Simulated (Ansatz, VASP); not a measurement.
# Ge: VASP beside Ansatz

```xyz
1
Lattice="0.0000 2.0533 2.0533 2.0533 0.0000 2.0533 2.0533 2.0533 0.0000" Properties=species:S:1:pos:R:3 pbc="T T T"
Ge    0.0000    0.0000    0.0000
```

Alike in both runs: task single point; functional r2SCAN; k mesh 7 × 7 × 7; no spin polarisation.

|  | VASP | Ansatz |
| --- | --- | --- |
| version | VASP 6.6.1 | Ansatz 0.2.0 |
| potentials or method | VASP PAW PBE potentials, release 64 (Ge_d), cutoff 550 eV | PAW plane waves |
| occupations | fermi-dirac, width 0.1 eV | fermi-dirac |
| valence electrons in the cell | 14 | 14 |

```csv
,VASP,Ansatz,Ansatz less VASP
gap on the k mesh at the Fermi level (eV),none,none,-
pressure (GPa),7.8,8.0,+0.18
```

VASP's potentials were made for PBE, not for r2SCAN. A gap of «none» marks a metal or a gap that the smearing closes.

The k mesh is coarse, so the values compare programs but aren't converged.
